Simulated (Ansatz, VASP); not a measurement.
## Two plane-wave programs on AlN

File INCAR:

```
PREC     = Accurate       # precision mode
ENCUT    = 520            # plane-wave cutoff, eV
EDIFF    = 1E-6           # SCF threshold, eV
ISMEAR   = 0              # smearing method
SIGMA    = 0.05           # smearing width, eV
LREAL    = F              # projectors in reciprocal space
LASPH    = T              # aspherical terms in the spheres
NELM     = 80             # most SCF steps
ALGO     = Normal         # electronic algorithm
ISIF     = 2              # what is computed and relaxed
LWAVE    = F              # write WAVECAR
LCHARG   = F              # write CHGCAR
GGA      = PS             # functional
NBANDS   = 16             # bands
```

KPOINTS

```
regular mesh
0
Gamma
  12 12 6
```

The input POSCAR:

```
AlN
1.0
    3.3121157418      0.0309682822      0.0000000000
   -1.6292385518      2.8528922316      0.0000000000
    0.0000000000      0.0000000000      4.1875630000
Al N
2 2
Direct
    0.3333333333      0.6666666667      0.7500000000
    0.6666666667      0.3333333333      0.2500000000
    0.3333333333      0.6666666667      0.2500000000
    0.6666666667      0.3333333333      0.7500000000
```

Input for Ansatz:

```yaml
crystal:
  lattice:
    - [3.3121157418, 0.0309682822, 0.0]
    - [-1.6292385518, 2.8528922316, 0.0]
    - [0.0, 0.0, 4.187563]
  atoms:
    - { symbol: Al, position: [0.3333333333, 0.6666666667, 0.75] }
    - { symbol: Al, position: [0.6666666667, 0.3333333333, 0.25] }
    - { symbol: "N", position: [0.3333333333, 0.6666666667, 0.25] }
    - { symbol: "N", position: [0.6666666667, 0.3333333333, 0.75] }
basis:
  ecutwfc: 420
kpoints:
  mp_grid: { grid: [12, 12, 6] }
hamiltonian:
  xc: pbesol
scf:
  occupations: { method: gaussian, width: 0.05 }
output:
  forces: true
  stress: true
  eigenvalues: true
```

Change from the starting cell: strain +0.0187 x Voigt [0, 0, 0, 0, 0, 1], atoms carried along.

Alike in both runs: task single point; functional PBEsol; k mesh 12 × 12 × 6; occupations gaussian, width 0.05 eV; no spin polarisation.

|  | VASP | Ansatz |
| --- | --- | --- |
| version | VASP 6.6.1 | Ansatz 0.2.0 |
| potentials or method | VASP PAW PBE potentials, release 64 (Al, N), cutoff 520 eV | scalar-relativistic, plane waves, PAW |
| valence electrons in the cell | 16 | 16 |

Ansatz gave:

| Item | Value |
| --- | --- |
| gap on the k mesh at the Fermi level (eV) | 3.17 |
| least direct gap on the mesh (eV) | 3.17 |
| pressure (GPa) | -3.4 |
| traceless stress, the component that is largest in VASP (GPa) | -3.06 |
| rms of the force components (eV/Å) | 0.129 |

Task: What did VASP give for the same quantities?

Result: gap on the k mesh at the Fermi level (eV): 3.19; least direct gap on the mesh (eV): 3.19; pressure (GPa): -3.5; traceless stress, the component that is largest in VASP (GPa): -3.10; rms of the force components (eV/Å): 0.131.

VASP's potentials were made for PBE, not for PBEsol. Atom by atom the forces differ by 0.002 eV/Å (rms over components). The functional is the same, so the differences come from potentials, cutoffs and numerics.
